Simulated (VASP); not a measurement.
Runs of VASP 6.6.1 on MoS2. The structure is that of space group P6_3/mmc (No. 194), or close to it. The cells are those of the table. 

```csv
cell,k mesh,smearing,gap on the mesh (eV),pressure (GPa),largest force (eV/Å)
"a = 3.141, b = 3.141, c = 12.333 Å, angles 90.0, 90.0, 120.0°, 6 atoms",12 × 12 × 2,gaussian 0.02 eV,0.88,(b),-
"a = 2.758, b = 2.758, c = 10.139 Å, angles 90.0, 90.0, 120.0°, 6 atoms",12 × 12 × 4,gaussian 0.1 eV,none,90.3,0.05
"a = 3.141, b = 3.141, c = 11.830 Å, angles 90.0, 90.0, 120.0°, 6 atoms",12 × 12 × 2,gaussian 0.02 eV,0.64,1.3,-
"a = 2.880, b = 2.880, c = 10.447 Å, angles 90.0, 90.0, 120.0°, 6 atoms",12 × 12 × 4,gaussian 0.1 eV,none,50.1,(a)
"a = 3.141, b = 3.141, c = 12.082 Å, angles 90.0, 90.0, 120.0°, 6 atoms",12 × 12 × 2,gaussian 0.02 eV,0.76,0.7,-
```

Alike in all rows: task single point; level PBEsol; potentials or basis VASP PAW PBE potentials, release 64 (Mo_sv, S); no spin polarisation; cutoff (eV) 520.

**Question.** Estimate the missing entries.

**Answer.** (a) 0.04; (b) 0.2.

Caveats: the PAW data sets were made with another functional, which shifts forces and pressure a little; this functional lacks dispersion, which binds the layers, so the pressure and a relaxed spacing across them are unreliable (some runs).

A k mesh can miss the band edges, and the runs leave out spin-orbit coupling on Mo.

A gap of «none» marks levels without a gap at the run's occupations.
